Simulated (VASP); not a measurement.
Write the native input for VASP 6.6.1 that does the following.

```
Task                   : single point
Functional             : PBEsol
Potentials or basis    : VASP PAW PBE potentials, release 64 (Be)
Cutoff                 : 520 eV
k mesh                 : 24 × 24 × 14
Occupations            : gaussian, width 0.15 eV
Spin                   : no spin polarisation
Dipole correction      : no
Further INCAR settings : ALGO = Fast; EDIFF = 1e-06; NBANDS = 9
```

The structure of Be lies in POSCAR:

```
Be
1.0
    2.3569895345      0.0000000000      0.0000000000
   -1.1784947673      2.0412128133      0.0000000000
    0.0000000000      0.0000000000      3.5108775000
Be
2
Direct
    0.3333333333      0.6666666667      0.2500000000
    0.6666666667      0.3333333333      0.7500000000
```

This cell differs from its parent crystal: strain +0.025 along x and y, -0.025 along z.

One way to write it, as run:

INCAR

```
SYSTEM = Be
ALGO = Fast
EDIFF = 1E-6
ENCUT = 520
GGA = PS
ISIF = 2
ISMEAR = 0
LASPH = .True.
LCHARG = .False.
LREAL = .False.
LWAVE = .False.
NBANDS = 9
NELM = 80
PREC = Accurate
SIGMA = 0.15
```

KPOINTS

```
k-points
0
Gamma
  24 24 14
  0 0 0
```

Potentials or basis: VASP PAW PBE potentials, release 64 (Be).

Launch:

```console
$ cat potpaw_PBE.64/Be/POTCAR > POTCAR
$ mpirun -np 1 vasp_std > vasp.out
```

It gave:

```
Pressure               : -7.0 GPa
Band gap on the k mesh : zero (band 2 reaches 7.38 eV, above the bottom of band 3 at 5.16 eV)
```

Caveat: the cell differs from its parent crystal (strain +0.025 along x and y, -0.025 along z); the PAW data sets were made with another functional, which shifts forces and pressure a little.

It took 27 s on 1 thread of AMD EPYC 9R45 96-Core Processor (Zen 5), on a shared host, peak memory 0.14 GiB.
